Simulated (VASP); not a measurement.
# BiTe (Fm-3m) in VASP: single point with PBE

Aim: the single point of BiTe with PBE.

All numbers are computed with VASP 6.6.1; they aren't measurements. Logs are shortened: lines on timing, memory, paths and dates and some standing lists are left out, and cuts for length are marked.

**1. The cell of the first run**

The structure is cubic, space group Fm-3m (No. 225). The conventional cell has a = 6.470 Å, b = 6.470 Å, c = 6.470 Å, α = 90.00°, β = 90.00°, γ = 90.00°. Within 4.3 Å of Bi (site symmetry m-3m) lie 6 Te at 3.23 Å. Within 4.3 Å of Te (site symmetry m-3m) lie 6 Bi at 3.23 Å.

**2. Single point, PBE**

INCAR

```
PREC     = Accurate       # precision mode
ENCUT    = 500            # plane-wave cutoff, eV
EDIFF    = 1E-6           # SCF threshold, eV
ISMEAR   = 0              # smearing method
SIGMA    = 0.1            # smearing width, eV
LREAL    = False          # projectors in reciprocal space
LASPH    = True           # aspherical terms in the spheres
NELM     = 120            # most SCF steps
ALGO     = Normal         # electronic algorithm
ISIF     = 2              # what is computed and relaxed
LWAVE    = False          # write WAVECAR
LCHARG   = False          # write CHGCAR
GGA      = PE             # functional
ISYM     = 0            
NBANDS   = 18             # bands
GGA_COMPAT= False
```

KPOINTS

```
Automatic mesh
0
Gamma
  4 4 4
```

POSCAR

```
BiTe
1.0
    0.0000000000      3.2350000000      3.2350000000
    3.2350000000      0.0000000000      3.2350000000
    3.2350000000      3.2350000000      0.0000000000
Bi Te
1 1
Direct
    0.0000000000      0.0000000000      0.0000000000
    0.5000000000      0.5000000000      0.5000000000
```

Potentials or basis: VASP PAW PBE potentials, release 64 (Bi_d, Te).

Run with:

```bash
> cat potpaw_PBE.64/Bi_d/POTCAR potpaw_PBE.64/Te/POTCAR > POTCAR
> mpirun -np 1 vasp_std > vasp.out
```

OUTCAR:

```text
PREC = Accurate
   ENCUT = 500
   EDIFF = 1E-6
   ISMEAR = 0
   LREAL = False
   LASPH = True
   NELM = 120
   ISIF = 2
   GGA = PE
   ISYM = 0

 ion  position               nearest neighbor table
   1  0.000  0.000  0.000-   2 3.23   2 3.23   2 3.23   2 3.23   2 3.23   2 3.23
   2  0.500  0.500  0.500-   1 3.23   1 3.23   1 3.23   1 3.23   1 3.23   1 3.23

IMPORTANT INFORMATION: All symmetrisations will be switched off!
NOSYMM: (Re-)initialisation of all symmetry stuff for point group C_1.

----------------------------------------------------------------------------------------

                                     Primitive cell

  volume of cell :      67.7100

  direct lattice vectors                    reciprocal lattice vectors
     0.000000000  3.235000000  3.235000000    -0.154559505  0.154559505  0.154559505
     3.235000000  0.000000000  3.235000000     0.154559505 -0.154559505  0.154559505
     3.235000000  3.235000000  0.000000000     0.154559505  0.154559505 -0.154559505

  length of vectors
     4.574980874  4.574980874  4.574980874     0.267704916  0.267704916  0.267704916

  position of ions in fractional coordinates (direct lattice)
     0.000000000  0.000000000  0.000000000
     0.500000000  0.500000000  0.500000000

  ion indices of the primitive-cell ions
   primitive index   ion index
                 1           1
                 2           2

----------------------------------------------------------------------------------------

 KPOINTS: Automatic mesh

Automatic generation of k-mesh.
 Grid dimensions read from file:
 generate k-points for:    4    4    4

 Generating k-lattice:

  Cartesian coordinates                     Fractional coordinates (reciprocal lattice)
    -0.038639876  0.038639876  0.038639876     0.250000000  0.000000000  0.000000000
     0.038639876 -0.038639876  0.038639876     0.000000000  0.250000000  0.000000000
     0.038639876  0.038639876 -0.038639876     0.000000000  0.000000000  0.250000000

  Length of vectors
     0.066926229  0.066926229  0.066926229

  Shift w.r.t. Gamma in fractional coordinates (k-lattice)
     0.000000000  0.000000000  0.000000000

 Subroutine IBZKPT returns following result:
 ===========================================

 Found     36 irreducible k-points:

 Following reciprocal coordinates:
            Coordinates               Weight
  0.000000  0.000000  0.000000      1.000000
  0.250000  0.000000  0.000000      2.000000
  0.000000  0.250000  0.000000      2.000000
  0.000000  0.000000  0.250000      2.000000
  0.250000  0.250000  0.250000      2.000000
  0.500000  0.000000  0.000000      1.000000
[... 16 lines left out ...]
  0.250000  0.500000  0.500000      2.000000
  0.500000  0.000000  0.250000      2.000000
 [... further k-points ...]
   k-points           NKPTS =     36   k-points in BZ     NKDIM =     36   number of bands    NBANDS=     18
   number of dos      NEDOS =    301   number of ions     NIONS =      2
   total plane-waves  NPLWV =  46656
   dimension x,y,z NGX =    36 NGY =   36 NGZ =   36
   dimension x,y,z NGXF=    72 NGYF=   72 NGZF=   72
   ions per type =               1   1
   NGX,Y,Z   is equivalent  to a cutoff of  13.08, 13.08, 13.08 a.u.
   NGXF,Y,Z  is equivalent  to a cutoff of  26.16, 26.16, 26.16 a.u.
 SYSTEM =  unknown system
   PREC   = accura    normal or accurate (medium, high low for compatibility)
   ISTART =      0    job   : 0-new  1-cont  2-samecut
   ICHARG =      2    charge: 1-file 2-atom 10-const
   ISPIN  =      1    spin polarized calculation?
   LNONCOLLINEAR =      F non collinear calculations
   LSORBIT =      F    spin-orbit coupling
   LASPH  =      T    aspherical Exc in radial PAW
   ENCUT  =  500.0 eV  36.75 Ry    6.06 a.u.   8.34  8.34  8.34*2*pi/ulx,y,z
   NELM   =    120;   NELMIN=  2; NELMDL= -5     # of ELM steps
   EDIFF  = 0.1E-05   stopping-criterion for ELM
   LREAL  =      F    real-space projection
   EDIFFG = 0.1E-04   stopping-criterion for IOM
   NSW    =      0    number of steps for IOM
   IBRION =     -1    ionic relax: 0-MD 1-quasi-New 2-CG
   NFREE  =      0    steps in history (QN), initial steepest desc. (CG)
   ISIF   =      2    stress and relaxation
   ISYM   =      0    0-nonsym 1-usesym 2-fastsym
   POTIM  = 0.5000    time-step for ionic-motion
   TEBEG  =    0.0;   TEEND  =   0.0 temperature during run
   PSTRESS=    0.0 pullay stress
   NELECT =      21.0000    total number of electrons
   NUPDOWN=      -1.0000    fix difference up-down
   EMIN   =  10.00;   EMAX   =-10.00  energy-range for DOS
   EFERMI =   0.00;   METHOD = LEGACY
   ISMEAR =     0;   SIGMA  =   0.10  broadening in eV -4-tet -1-fermi 0-gaus
   EFERMI_NEDOS =   21; number of points for ismear=-14 and -15
   IALGO  =     38    algorithm
   IMIX   =      4    mixing-type and parameters
     AMIX     =   0.40;   BMIX     =  1.00
     AMIX_MAG =   1.60;   BMIX_MAG =  1.00
  volume/ion in A,a.u.               =      33.86       228.46
  Fermi-wavevector in a.u.,A,eV,Ry     =   1.108146  2.094092 16.707785  1.227988
  Thomas-Fermi vector in A             =   2.244669
   LORBIT       =      0    0 simple, 1 ext, 2 COOP (PROOUT), +10 PAW based schemes
   GGA     = PE    functional components
   LHFCALC =     F    Hartree Fock is set to
   AEXX    =    0.0000 exact exchange contribution
   IVDW    =     0    specifies the selected vdW correction
   LEPSILON=     F    determine dielectric tensor
   LRPA    =     F    only Hartree local field effects (RPA)
 non-spin polarized calculation
 Gauss-broadening in eV      SIGMA  =   0.10
  energy-cutoff  :      500.00
  volume of cell :       67.71
 maximum number of plane-waves:      1759
 NGX is ok and might be reduce to    36
   NGX = 17   NGY = 17   NGZ = 17

 number of electron      21.0000001 magnetization

 Free energy of the ion-electron system (eV)
  ---------------------------------------------------
  ext. energy  EPLUGINS =         0.00000000
  ---------------------------------------------------
  free energy    TOTEN  =        -7.20573532 eV

  energy without entropy =       -7.18805877  energy(sigma->0) =       -7.19689705

 E-fermi :   6.6310     XC(G=0):  -9.4242

 val. band max:        6.5732696555   @ k =  -0.2500   0.5000  -0.2500
 cond. band min:       6.6536005215   @ k =  -0.2500   0.2500   0.0000
 fundamental gap:      0.0803308660
 Fermi energy:         6.6309623838

 k-point     1 :       0.0000    0.0000    0.0000
  band No.  band energies     occupation
      1     -16.4713      2.00000
      2     -16.4713      2.00000
      3     -16.4702      2.00000
      4     -16.4702      2.00000
      5     -16.4702      2.00000
      6      -6.8625      2.00000
[... 10 lines left out ...]
     17      12.7856      0.00000
     18      13.2278      0.00000

 k-point     2 :       0.2500    0.0000    0.0000
  band No.  band energies     occupation
      1     -16.4737      2.00000
      2     -16.4737      2.00000
      3     -16.4692      2.00000
      4     -16.4666      2.00000
      5     -16.4666      2.00000
      6      -6.3108      2.00000
[... 10 lines left out ...]
     17      15.4531      0.00000
     18      15.8238      0.00000

 k-point     3 :       0.0000    0.2500    0.0000
  band No.  band energies     occupation
      1     -16.4737      2.00000
      2     -16.4737      2.00000
      3     -16.4692      2.00000
      4     -16.4666      2.00000
      5     -16.4666      2.00000
      6      -6.3108      2.00000
[... 10 lines left out ...]
     17      15.4534      0.00000
     18      15.8238      0.00000

 k-point     4 :       0.0000    0.0000    0.2500
  band No.  band energies     occupation
      1     -16.4737      2.00000
      2     -16.4737      2.00000
      3     -16.4692      2.00000
      4     -16.4666      2.00000
      5     -16.4666      2.00000
      6      -6.3108      2.00000
[... 10 lines left out ...]
     17      15.4531      0.00000
     18      15.8238      0.00000

 k-point     5 :       0.2500    0.2500    0.2500
  band No.  band energies     occupation
      1     -16.4737      2.00000
      2     -16.4737      2.00000
      3     -16.4692      2.00000
      4     -16.4666      2.00000
      5     -16.4666      2.00000
      6      -6.3108      2.00000
[... 10 lines left out ...]
     17      15.4531      0.00000
     18      15.8238      0.00000

 k-point     6 :       0.5000    0.0000    0.0000
  band No.  band energies     occupation
      1     -16.4762      2.00000
      2     -16.4762      2.00000
      3     -16.4683      2.00000
      4     -16.4628      2.00000
      5     -16.4628      2.00000
      6      -4.9154      2.00000
[... 307 lines left out ...]
 k-point    21 :       0.0000    0.2500    0.5000
  band No.  band energies     occupation
      1     -16.4802      2.00000
      2     -16.4711      2.00000
      3     -16.4696      2.00000
      4     -16.4632      2.00000
      5     -16.4616      2.00000
      6      -5.1205      2.00000
[... 10 lines left out ...]
     17      15.9834      0.00000
     18      16.5045      0.00000

 k-point    22 :      -0.2500    0.2500   -0.2500
  band No.  band energies     occupation
      1     -16.4802      2.00000
      2     -16.4711      2.00000
      3     -16.4696      2.00000
      4     -16.4632      2.00000
      5     -16.4616      2.00000
      6      -5.1205      2.00000
[... 10 lines left out ...]
     17      15.9834      0.00000
     18      16.5045      0.00000

 k-point    23 :       0.2500    0.5000    0.5000
  band No.  band energies     occupation
      1     -16.4802      2.00000
      2     -16.4711      2.00000
      3     -16.4696      2.00000
      4     -16.4632      2.00000
      5     -16.4616      2.00000
      6      -5.1205      2.00000
[... 10 lines left out ...]
     17      15.9834      0.00000
     18      16.5045      0.00000

 k-point    24 :       0.5000    0.0000    0.2500
  band No.  band energies     occupation
      1     -16.4802      2.00000
      2     -16.4711      2.00000
      3     -16.4696      2.00000
      4     -16.4632      2.00000
      5     -16.4616      2.00000
      6      -5.1205      2.00000
[... 10 lines left out ...]
     17      15.9834      0.00000
     18      16.5045      0.00000

 [... further k-points ...]

------------------------ aborting loop because EDIFF is reached ----------------------------------------

  FORCE on cell =-STRESS in cart. coord.  units (eV):
  Direction    XX          YY          ZZ          XY          YZ          ZX
  --------------------------------------------------------------------------------------
  -------------------------------------------------------------------------------------
  Total        0.2542456      0.2541870      0.2542858      0.0000002     -0.0000040     -0.0000065
  in kB        6.0160461      6.0146609      6.0169972      0.0000041     -0.0000935     -0.0001531
  external PRESSURE =       6.0159014 kB  Pullay stress =       0.0000000 kB

 VOLUME and BASIS-vectors are now :
 -----------------------------------------------------------------------------
  energy-cutoff  :      500.00
  volume of cell :       67.71
      direct lattice vectors                 reciprocal lattice vectors
     0.000000000  3.235000000  3.235000000    -0.154559505  0.154559505  0.154559505
     3.235000000  0.000000000  3.235000000     0.154559505 -0.154559505  0.154559505
     3.235000000  3.235000000  0.000000000     0.154559505  0.154559505 -0.154559505

 POSITION                                       TOTAL-FORCE (eV/Angst)
 -----------------------------------------------------------------------------------
      0.00000      0.00000      0.00000         0.000002     -0.000003      0.000004
      3.23500      3.23500      3.23500        -0.000002      0.000003     -0.000004
 -----------------------------------------------------------------------------------
    total drift:                                0.000003     -0.000006      0.000008

  FREE ENERGIE OF THE ION-ELECTRON SYSTEM (eV)
  ---------------------------------------------------
  free  energy   TOTEN  =        -7.2057353224 eV

  energy  without entropy=       -7.1880587688  energy(sigma->0) =       -7.19689705
```

Run time: 80 s. Hardware: 1 thread of AMD EPYC 7R13, shared host; peak memory 0.19 GiB.

Results:

| Item | Value |
| --- | --- |
| Free energy | -7.2057 eV |
| Pressure | 0.6 GPa |

Levels at points of the mesh, in eV from the Fermi level:
| k point | band 7 | band 8 | band 9 | band 10 | band 11 | band 12 | band 13 | band 14 |
| --- | --- | --- | --- | --- | --- | --- | --- | --- |
| (0.00, 0.00, 0.00) | -8.10 | -2.52 | -2.52 | -2.52 | 2.19 | 2.19 | 2.19 | 4.70 |
| (0.50, 0.00, 0.00) | -11.21 | -1.89 | -1.89 | -1.57 | -0.78 | -0.59 | -0.59 | 7.36 |
| (0.00, 0.50, 0.00) | -11.21 | -1.89 | -1.89 | -1.57 | -0.78 | -0.59 | -0.59 | 7.36 |
| (0.00, 0.00, 0.50) | -11.21 | -1.89 | -1.89 | -1.57 | -0.78 | -0.59 | -0.59 | 7.36 |
| (0.50, 0.50, 0.50) | -11.21 | -1.89 | -1.89 | -1.57 | -0.78 | -0.59 | -0.59 | 7.36 |
| (0.50, 0.50, 0.00) | -9.92 | -5.63 | -3.99 | -3.99 | 2.28 | 3.62 | 3.62 | 4.99 |
| (0.00, 0.50, 0.50) | -9.92 | -5.63 | -3.99 | -3.99 | 2.28 | 3.62 | 3.62 | 4.99 |
| (0.50, 0.00, 0.50) | -9.92 | -5.63 | -3.99 | -3.99 | 2.28 | 3.62 | 3.62 | 4.99 |

Caveat: the k points lie up to 0.42 Å⁻¹ apart; spin-orbit coupling is left out, which moves the levels of the heavy elements.
